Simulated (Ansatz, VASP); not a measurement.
## TaN: VASP beside Ansatz

Contents of INCAR:

```
PREC     = Accurate       # precision mode
ENCUT    = 600            # plane-wave cutoff, eV
EDIFF    = 1E-7           # SCF threshold, eV
ISMEAR   = 0              # smearing method
SIGMA    = 0.1            # smearing width, eV
LREAL    = False          # projectors in reciprocal space
LASPH    = True           # aspherical terms in the spheres
NELM     = 80             # most SCF steps
ALGO     = Normal         # electronic algorithm
ISIF     = 3              # what is computed and relaxed
LWAVE    = False          # write WAVECAR
LCHARG   = False          # write CHGCAR
IBRION   = 2              # ionic algorithm
NSW      = 100            # ionic steps
EDIFFG   = -0.005         # ionic threshold
```

KPOINTS

```
Automatic mesh
0
Gamma
  18 18 14
```

Contents of POSCAR:

```
TaN
1.0
    2.9050812093      0.0000000000      0.0000000000
   -1.4525406046      2.5158741273      0.0000000000
    0.0000000000      0.0000000000      2.8555203285
Ta N
1 1
Direct
    0.3333333333      0.6666666667      0.5000000000
    0.0000000000      0.0000000000      0.0000000000
```

Input for Ansatz:

```yaml
crystal:
  lattice:
    - [2.9050812113, 0.0, 0.0]
    - [-1.4525406056, 2.515874129, 0.0]
    - [0.0, 0.0, 2.8555203393]
  atoms:
    - { symbol: Ta, position: [0.3333333333, 0.6666666667, 0.5] }
    - { symbol: "N", position: [0.0, 0.0, 0.0] }
basis:
  ecutwfc: 420
kpoints:
  mp_grid: { grid: [18, 18, 14] }
hamiltonian:
  xc: lda
scf:
  occupations: { method: gaussian, width: 0.1 }
output:
  forces: true
  stress: true
  eigenvalues: true
relax:
  adjacent_minimum: "off"
  f_tol: 0.005
  max_steps: 80
  cell: { stress_tol: 0.05 }
```

Alike in both runs: task relaxation of cell and atoms; functional LDA; k mesh 18 × 18 × 14; occupations gaussian, width 0.1 eV; no spin polarisation.

|  | VASP | Ansatz |
| --- | --- | --- |
| version | VASP 6.6.1 | Ansatz 0.2.0 |
| potentials or method | VASP PAW LDA potentials, release 64 (Ta_pv, N), cutoff 600 eV | scalar-relativistic, plane waves, PAW |
| valence electrons in the cell | 16 | 18 |

|  | VASP | Ansatz | Ansatz less VASP |
| --- | --- | --- | --- |
| gap on the k mesh at the Fermi level, each at its own relaxed structure (eV) | none | none | - |
| relaxed volume (Å³/atom) | 10.49 | 10.43 | -0.054 |
| relaxed cell length with the largest relative difference (Å) | 2.912 | 2.907 | -0.0051 |

LDA's correlation is that of Perdew and Zunger in VASP and of Perdew and Wang (1992) in Ansatz. A gap of «none» marks a metal or a gap that the smearing closes. VASP's potentials hold 16 valence electrons a cell and Ansatz's 18, so a difference there can come from the potentials and not from the codes.

Neither program's run includes spin-orbit coupling.
